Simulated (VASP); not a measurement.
# GaP (P4/mmm) in VASP: notebook, part 2 of 2

VASP 6.6.1. Earlier steps stand in the parts before.

### 3 Single point, PBE

This run uses another cell than the first one, of 16.74 Å³/atom, 0.943 times its volume.

INCAR reads:

```
PREC     = Accurate       # precision mode
ENCUT    = 520            # plane-wave cutoff, eV
EDIFF    = 1E-6           # SCF threshold, eV
ISMEAR   = -1             # smearing method
SIGMA    = 0.03           # smearing width, eV
LREAL    = F              # projectors in reciprocal space
LASPH    = T              # aspherical terms in the spheres
NELM     = 60             # most SCF steps
ALGO     = Normal         # electronic algorithm
ISIF     = 2              # what is computed and relaxed
LWAVE    = F              # write WAVECAR
LCHARG   = T              # write CHGCAR
GGA      = PE             # functional
LELF     = T              # ELF
LVHAR    = T            
NBANDS   = 16             # bands
```

KPOINTS reads:

```
Automatic mesh
0
Gamma
  5 5 5
```

POSCAR reads:

```
GaP
1.0
    3.4566600000      0.0000000000      0.0000000000
    0.0000000000      3.4566600000      0.0000000000
    0.0000000000      0.0000000000      2.8025600000
Ga P
1 1
Direct
    0.0000000000      0.0000000000      0.0000000000
    0.5000000000      0.5000000000      0.5000000000
```

Potentials or basis: VASP PAW PBE potentials, release 64 (Ga_d, P).

The run is started by

```
$ cat potpaw_PBE.64/Ga_d/POTCAR potpaw_PBE.64/P/POTCAR > POTCAR
$ mpirun -np 1 vasp_std > vasp.out
```

It took 4.7 s on 1 thread of Intel Xeon 6975P-C (Granite Rapids), shared host; peak memory 0.15 GiB.

It converged, with:

```
Free energy            : -7.4893 eV
Pressure               : 0.8 GPa
Band gap on the k mesh : zero (band 9 reaches 9.05 eV, above the bottom of band 10 at 5.95 eV)
```

Stress tensor (GPa, compression positive):
```
-5.95  0.00  0.00
 0.00 -5.95  0.00
 0.00  0.00 14.42
```

Levels at points of the mesh, in eV from the Fermi level:
| k point | band 7 | band 8 | band 9 | band 10 | band 11 | band 12 |
| --- | --- | --- | --- | --- | --- | --- |
| (0.00, 0.00, 0.00) | -2.56 | -2.12 | -2.12 | 2.78 | 3.52 | 7.15 |

Caveat: the k points lie up to 0.45 Å⁻¹ apart.

### 4 Single point, PBE

This run uses another cell than the first one, of 15.74 Å³/atom, 0.887 times its volume.

INCAR reads:

```
SYSTEM = GaP
  PREC = Accurate
  ENCUT = 500
  EDIFF = 1E-6
  ISMEAR = -1
  SIGMA = 0.05
  LREAL = .False.
  LASPH = .True.
  NELM = 120
  ALGO = Normal
  ISIF = 2
  LWAVE = .False.
  LCHARG = .False.
  GGA = PE
  NBANDS = 16
  GGA_COMPAT = .False.
```

KPOINTS reads:

```
Automatic mesh
0
Gamma
  8 8 9
  0 0 0
```

POSCAR reads:

```
GaP
1.0
    3.3860961186      0.0000000000      0.0000000000
    0.0000000000      3.3860961186      0.0000000000
    0.0000000000      0.0000000000      2.7453488448
Ga P
1 1
Direct
    0.0000000000      0.0000000000      0.0000000000
    0.5000000000      0.5000000000      0.5000000000
```

The run is started by

```
$ cat potpaw_PBE.64/Ga_d/POTCAR potpaw_PBE.64/P/POTCAR > POTCAR
$ mpirun -np 1 vasp_std > vasp.out
```

It took 24 s on 1 thread of Intel Xeon 6975P-C, shared host; peak memory 0.16 GiB.

Results (log left out):

| Quantity | Value |
| --- | --- |
| Free energy | -7.6561 eV |
| Pressure | 5.1 GPa |
| Band gap on the k mesh | zero (band 9 reaches 10.53 eV, above the bottom of band 10 at 5.51 eV) |

Stress tensor (GPa, compression positive):
```
5.10 0.00 0.00
0.00 5.10 0.00
0.00 0.00 5.23
```

Levels at points of the mesh, in eV from the Fermi level:
| k point | band 5 | band 6 | band 7 | band 8 | band 9 | band 10 | band 11 | band 12 | band 13 | band 14 |
| --- | --- | --- | --- | --- | --- | --- | --- | --- | --- | --- |
| (0.00, 0.00, 0.00) | -14.81 | -14.26 | -2.36 | -2.36 | -2.35 | 2.87 | 3.29 | 7.16 | 9.60 | 9.60 |
| (0.50, 0.00, 0.00) | -14.81 | -12.24 | -9.54 | -0.37 | 2.64 | 2.81 | 3.29 | 4.12 | 8.56 | 9.02 |
| (0.50, 0.50, 0.00) | -14.82 | -10.38 | -6.43 | -6.43 | -6.26 | 4.63 | 10.27 | 10.28 | 10.28 | 11.98 |

### 5 Single point, PBE

This run uses another cell than the first one, of 16.41 Å³/atom, 0.925 times its volume.

INCAR reads:

```
SYSTEM = GaP
PREC = Accurate ; ENCUT = 500
EDIFF = 1E-6 ; ISMEAR = -1
SIGMA = 0.05 ; LREAL = .False.
LASPH = .True. ; NELM = 120
ALGO = Normal ; ISIF = 2
LWAVE = .False. ; LCHARG = .False.
GGA = PE ; NBANDS = 16
GGA_COMPAT = .False.
```

KPOINTS is that of step 4.

POSCAR reads:

```
GaP
1.0
    3.4334602406      0.0000000000      0.0000000000
    0.0000000000      3.4334602406      0.0000000000
    0.0000000000      0.0000000000      2.7837503057
Ga P
1 1
Direct
    0.0000000000      0.0000000000      0.0000000000
    0.5000000000      0.5000000000      0.5000000000
```

Potentials or basis: VASP PAW PBE potentials, release 64 (Ga_d, P).

The run is started by

```
$ cat potpaw_PBE.64/Ga_d/POTCAR potpaw_PBE.64/P/POTCAR > POTCAR
$ mpirun -np 1 vasp_std > vasp.out
```

OUTCAR:

```text
SYSTEM = GaP
   PREC = Accurate
   ENCUT = 500
   EDIFF = 1E-6
   ISMEAR = -1
   LREAL = .False.
   LASPH = .True.
   NELM = 120
   ISIF = 2
   GGA = PE

 ion  position               nearest neighbor table
   1  0.000  0.000  0.000-   2 2.80   2 2.80   2 2.80   2 2.80   2 2.80   2 2.80   2 2.80   2 2.80

   2  0.500  0.500  0.500-   1 2.80   1 2.80   1 2.80   1 2.80   1 2.80   1 2.80   1 2.80   1 2.80

  LATTYP: Found a simple tetragonal cell.
 ALAT       =     3.4334602406
 C/A-ratio  =     0.8107710912

  Lattice vectors:

[... 627 lines left out ...]
      4      -7.4369      2.00000
      5      -7.4019      2.00000
      6      -4.1637      2.00000
[... 8 lines left out ...]
     15      20.6648      0.00000
     16      21.2371      0.00000

 [... further k-points ...]
[... 5 lines left out ...]
  --------------------------------------------------------------------------------------
  -------------------------------------------------------------------------------------
  Total        0.2913975      0.2913975      0.2766307      0.0000000     -0.0000000      0.0000000
  in kB       14.2266338     14.2266338     13.5056850      0.0000000     -0.0000000      0.0000000
  external PRESSURE =      13.9863175 kB  Pullay stress =       0.0000000 kB

 VOLUME and BASIS-vectors are now :
 -----------------------------------------------------------------------------
  energy-cutoff  :      500.00
  volume of cell :       32.82
      direct lattice vectors                 reciprocal lattice vectors
     3.433460241  0.000000000  0.000000000     0.291251370  0.000000000  0.000000000
     0.000000000  3.433460241  0.000000000     0.000000000  0.291251370  0.000000000
     0.000000000  0.000000000  2.783750306     0.000000000  0.000000000  0.359227621

 POSITION                                       TOTAL-FORCE (eV/Angst)
 -----------------------------------------------------------------------------------
      0.00000      0.00000      0.00000         0.000000      0.000000      0.000000
      1.71673      1.71673      1.39188         0.000000      0.000000      0.000000
 -----------------------------------------------------------------------------------
    total drift:                               -0.000000     -0.000000      0.000000

  FREE ENERGIE OF THE ION-ELECTRON SYSTEM (eV)
  ---------------------------------------------------
  free  energy   TOTEN  =        -7.6832670104 eV

  energy  without entropy=       -7.6778354193  energy(sigma->0) =       -7.68055121
```

It took 23 s on 1 thread of Intel Xeon 6975P-C, shared host; peak memory 0.17 GiB.

What came out:

```yaml
Free_energy: -7.6833 eV
Pressure: 1.4 GPa
Band_gap_on_the_k_mesh: zero (band 9 reaches 9.97 eV, above the bottom of band 10 at 5.05 eV)
```

### 6 The runs side by side

```csv
cell,k mesh,cutoff (eV),smearing,gap on the mesh (eV),pressure (GPa)
"a = 3.524, b = 3.524, c = 2.858 Å, 2 atoms",8 × 8 × 9,520,fermi-dirac 0.05 eV,none,-3.9
"a = 3.457, b = 3.457, c = 2.803 Å, 2 atoms",5 × 5 × 5,520,fermi-dirac 0.03 eV,none,0.8
"a = 3.386, b = 3.386, c = 2.745 Å, 2 atoms",8 × 8 × 9,500,fermi-dirac 0.05 eV,none,5.1
"a = 3.433, b = 3.433, c = 2.784 Å, 2 atoms",8 × 8 × 9,500,fermi-dirac 0.05 eV,none,1.4
```

Alike in all rows: task single point; level PBE; potentials or basis VASP PAW PBE potentials, release 64 (Ga_d, P); no spin polarisation.

Caveats: some runs use coarse meshes.

Absolute energies hang on the potentials; compare differences alone.
